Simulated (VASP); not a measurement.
The system is Ga.

```
Ga
1.0
     0.00000    2.79810    2.79810
     2.79810    0.00000    2.79810
     2.79810    2.79810    0.00000
Ga
2
Direct
  0.50000 0.50000 0.50000
  0.75000 0.75000 0.75000
```

| Quantity | Value |
| --- | --- |
| Program | VASP 6.6.1 |
| Task | relaxation of cell and atoms |
| Functional | PBE |
| Potentials or basis | VASP PAW PBE potentials, release 64 (Ga_d) |
| Cutoff | 600 eV |
| k mesh | 6 × 6 × 6 |
| Occupations | gaussian, width 0.1 eV |
| Spin | no spin polarisation |

At the start: pressure 7.5 GPa; volume 21.91 Å³/atom.

**Question.** Where does the relaxation end?

**Answer.** Over 3 steps the energy falls by 71.7 meV/atom and the volume is 25.71 Å³/atom (+17.4 %); space group Fd-3m (No. 227, to 0.05 Å).

The path:
```
step  energy change (eV)  largest force (eV/Å)  pressure (GPa)  volume (Å³)
   1              0.0000                0.0000            7.54        43.81
   2             -0.1428                0.0000            0.35        50.68
   3             -0.1435                0.0000           -0.04        51.42
```

Final structure:
```
Ga
1.0
     0.00000    2.95140    2.95140
     2.95140    0.00000    2.95140
     2.95140    2.95140    0.00000
Ga
2
Cartesian
  2.9514 2.9514 2.9514
  4.4271 4.4271 4.4271
```

Caveat: the volume moved by over 15 % at a fixed basis, so the end points are rough.
